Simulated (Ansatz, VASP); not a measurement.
# One calculation of Cr3N, two programs

```
Cr N
1.0
    -2.20136    2.20136    2.20136
     2.20136   -2.20136    2.20136
     2.20136    2.20136   -2.20136
Cr N
3 1
Direct
  0.00000 0.50000 0.50000
  0.50000 0.00000 0.50000
  0.50000 0.50000 0.00000
  0.00000 0.00000 0.00000
```

Change from the starting cell: species swapped into the Sb3Au type (Im-3m, No. 229).

Alike in both runs: functional PBE; k mesh 14 × 14 × 14; occupations gaussian, width 0.1 eV; no spin polarisation.

Ansatz relaxed the structure, and its values are those at the end. VASP's run is a single point on that final structure, the one shown.

|  | VASP | Ansatz |
| --- | --- | --- |
| version | VASP 6.6.1 | Ansatz 0.2.0 |
| potentials or method | VASP PAW PBE potentials, release 64 (Cr_pv, N), cutoff 520 eV | scalar-relativistic, plane waves, PAW |
| valence electrons in the cell | 41 | 47 |

Ansatz gave:

```
gap on the k mesh at the Fermi level (eV) : none
pressure (GPa)                            : 0.0
```

Question: Estimate VASP's values.

Answer: gap on the k mesh at the Fermi level (eV): none; pressure (GPa): 0.2.

A gap of «none» marks a metal or a gap that the smearing closes. The functional is the same, so the differences come from potentials, cutoffs and numerics. VASP's potentials hold 41 valence electrons a cell and Ansatz's 47, so a difference there can come from the potentials and not from the codes.
